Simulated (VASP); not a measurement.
Crystal: Si.

```xyz
2
Lattice="0.0000 2.7350 2.7350 2.7350 0.0000 2.7350 2.7350 2.7350 0.0000" Properties=species:S:1:pos:R:3 pbc="T T T"
Si    0.0000    0.0000    0.0000
Si    1.3675    1.3675    1.3675
```

Base run:

* Program: VASP 6.6.1
* Functional: r2SCAN
* Potentials or basis: VASP PAW PBE potentials, release 64 (Si)
* Cutoff: 550 eV
* k mesh: 6 × 6 × 6
* Occupations: fermi-dirac, width 0.02 eV
* Spin: no spin polarisation

Its results: band gap on the k mesh 0.95 eV (least direct gap 2.75 eV); pressure -1.5 GPa.

Q: The run is repeated on the same cell with these changes: functional from r2SCAN to PBE; cutoff from 550 eV to 500 eV. What comes out?

A: Band gap on the k mesh 0.75 eV (least direct gap 2.55 eV); pressure 0.0 GPa.

Caveats: the PAW data sets were made with another functional, which shifts forces and pressure a little (at least some runs); semilocal functionals underestimate gaps, and a narrow one can read as zero (at least some runs).

A k mesh can miss the band edges.
